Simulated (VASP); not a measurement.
# InP: single point with r2SCAN0

Crystal: InP.

```
In P
1.0
     0.00000    2.93050    2.93050
     2.93050    0.00000    2.93050
     2.93050    2.93050    0.00000
In P
1 1
Direct
  0.00000 0.00000 0.00000
  0.75000 0.75000 0.75000
```

```json
{
 "Program": "VASP 6.6.1",
 "Task": "single point",
 "Functional": "r2SCAN0",
 "Potentials or basis": "VASP PAW PBE potentials, release 64 (In_d, P)",
 "Cutoff": "520 eV",
 "k mesh": "4 × 4 × 4",
 "Occupations": "fermi-dirac, width 0.05 eV",
 "Spin": "no spin polarisation"
}
```

```json
{
 "Pressure": "0.4 GPa",
 "Band gap on the k mesh": "2.51 eV"
}
```

Levels at points of the mesh, in eV from the valence-band top:
| k point | band 7 | band 8 | band 9 | band 10 | band 11 | band 12 |
| --- | --- | --- | --- | --- | --- | --- |
| (0.00, 0.00, 0.00) | 0.00 | 0.00 | 0.00 | 2.51 | 5.86 | 5.86 |
| (0.50, 0.00, 0.00) | -6.41 | -1.10 | -1.10 | 3.21 | 6.60 | 6.60 |
| (0.50, 0.50, 0.00) | -6.39 | -2.62 | -2.62 | 3.22 | 3.88 | 11.60 |

Run time: 11 min on 1 thread of Intel(R) Xeon(R) Platinum 8124M CPU @ 3.00GHz (Skylake/Cascade Lake), on a shared host, peak memory 0.19 GiB.

Caveat: the k points lie up to 0.46 Å⁻¹ apart; the PAW data sets were made with another functional, which shifts forces and pressure a little; spin-orbit coupling is left out, which moves the levels of the heavy elements.
